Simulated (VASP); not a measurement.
Bi: single point with LDA

Bi:

```
Bi
1.0
     4.72898    0.00000    0.00000
     2.55449    3.97968    0.00000
     2.55449    1.39577    3.72688
Bi
2
Cartesian
  2.3021 1.2579 0.8721
  7.5359 4.1176 2.8548
```

```yaml
Program: VASP 6.6.1
Task: single point
Functional: LDA
Potentials_or_basis: VASP PAW LDA potentials, release 64 (Bi_d)
Cutoff: 520 eV
k_mesh: 7 × 7 × 7
Occupations: gaussian, width 0.05 eV
Spin: no spin polarisation
Dipole_correction: no
Further_INCAR_settings: ALGO = Normal; EDIFF = 1e-06; NBANDS = 22
```

```yaml
Pressure: -1.5 GPa
Largest_force: 0.068 eV/Å
Band_gap_on_the_k_mesh: 0.27 eV, indirect (least direct gap 0.53 eV)
```

Forces on the atoms (eV/Å):
```
Bi   0.056  0.031  0.021
Bi  -0.056 -0.031 -0.021
```

Stress tensor (GPa, compression positive):
```
-1.58 -0.08 -0.06
-0.08 -1.48 -0.03
-0.06 -0.03 -1.45
```

Levels at points of the mesh, in eV from the valence-band top:
```tsv
k point	band 13	band 14	band 15	band 16	band 17	band 18
(0.00, 0.00, 0.00)	-1.23	-0.97	-0.97	2.75	3.21	3.21
```

It took 42 s on 1 thread of AMD EPYC 7R13 Processor (Zen 3), with other jobs on the host, peak memory 0.17 GiB.

Caveat: spin-orbit coupling is left out, which moves the levels of the heavy elements. A k mesh can miss the band edges.
